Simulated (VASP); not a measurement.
LiCl: single point with PBE

Crystal: LiCl.

```
Li Cl
1.0
     0.00000    2.57541    2.57541
     2.57541    0.00000    2.57541
     2.57541    2.57541    0.00000
Li Cl
1 1
Direct
  0.50000 0.50000 0.50000
  0.00000 0.00000 0.00000
```

```
Program             : VASP 6.6.1
Task                : single point
Functional          : PBE
Potentials or basis : VASP PAW PBE potentials, release 64 (Li_sv, Cl)
Cutoff              : 750 eV
k mesh              : 8 × 8 × 8
Occupations         : gaussian, width 0.01 eV
Spin                : no spin polarisation
```

- Pressure: -0.1 GPa
- Band gap on the k mesh: 6.26 eV

Levels at points of the mesh, in eV from the valence-band top:
```csv
k point,band 2,band 3,band 4,band 5,band 6,band 7,band 8,band 9
"(0.00, 0.00, 0.00)",-13.35,0.00,0.00,0.00,6.26,11.93,11.93,11.93
"(0.50, 0.00, 0.00)",-12.80,-2.76,-0.25,-0.25,6.75,9.50,9.50,12.84
"(0.50, 0.50, 0.00)",-12.56,-2.84,-1.08,-1.08,7.85,8.31,12.33,14.02
```

Wall time 41 s on 1 thread of Intel Xeon 8259CL, on a shared host, peak memory 0.19 GiB.

A k mesh can miss the band edges.
